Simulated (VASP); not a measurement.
Crystal: YLu.

```
Lu Y
1.0
     4.99500    0.00000    0.00000
     0.00000    4.99500    0.00000
     0.00000    0.00000    4.99500
Lu Y
2 2
Cartesian
  0.0000 0.0000 0.0000
  0.0000 2.4975 2.4975
  2.4975 0.0000 2.4975
  2.4975 2.4975 0.0000
```

| Property | Result |
| --- | --- |
| Program | VASP 6.6.1 |
| Task | relaxation of cell and atoms |
| Functional | LDA |
| Potentials or basis | VASP PAW PBE potentials, release 64 (Lu, Y_sv) |
| Cutoff | 600 eV |
| k mesh | 5 × 5 × 5 |
| Occupations | fermi-dirac, width 0.05 eV |
| Spin | no spin polarisation |

At the start: pressure -4.9 GPa; volume 31.16 Å³/atom.

Q: How do energy, volume and symmetry change on relaxing?

A: Over 11 steps the energy falls by 62.9 meV/atom and the volume is 27.44 Å³/atom (-11.9 %); space group P4/mmm (No. 123, to 0.1 Å) before and after.

The path:
```tsv
step	energy change (eV)	largest force (eV/Å)	pressure (GPa)	volume (Å³)
1	0.0000	0.0000	-4.91	124.63
2	-0.2479	0.0000	0.73	108.18
3	-0.2514	0.0000	0.01	109.73
4	-0.2513	0.0000	-0.13	110.01
5	-0.2514	0.0000	-0.11	110.00
6	-0.2515	0.0000	-0.10	110.00
7	-0.2515	0.0000	-0.07	109.98
8	-0.2512	0.0000	-0.06	109.93
9	-0.2515	0.0000	-0.10	109.97
10	-0.2516	0.0000	0.04	109.69
11	-0.2516	0.0000	-0.01	109.76
```

Final structure:
```yaml
crystal:
  lattice:
    - [4.76111, 0.00000, 0.00000]
    - [0.00000, 4.80138, 0.00000]
    - [0.00000, 0.00000, 4.80138]
  atoms:
    - { symbol: Lu, position: [0.00000, 0.00000, 0.00000] }
    - { symbol: Lu, position: [0.00000, 0.50000, 0.50000] }
    - { symbol: Y, position: [0.50000, 0.00000, 0.50000] }
    - { symbol: Y, position: [0.50000, 0.50000, 0.00000] }
```

Caveat: the PAW data sets were made with another functional, which shifts forces and pressure a little.
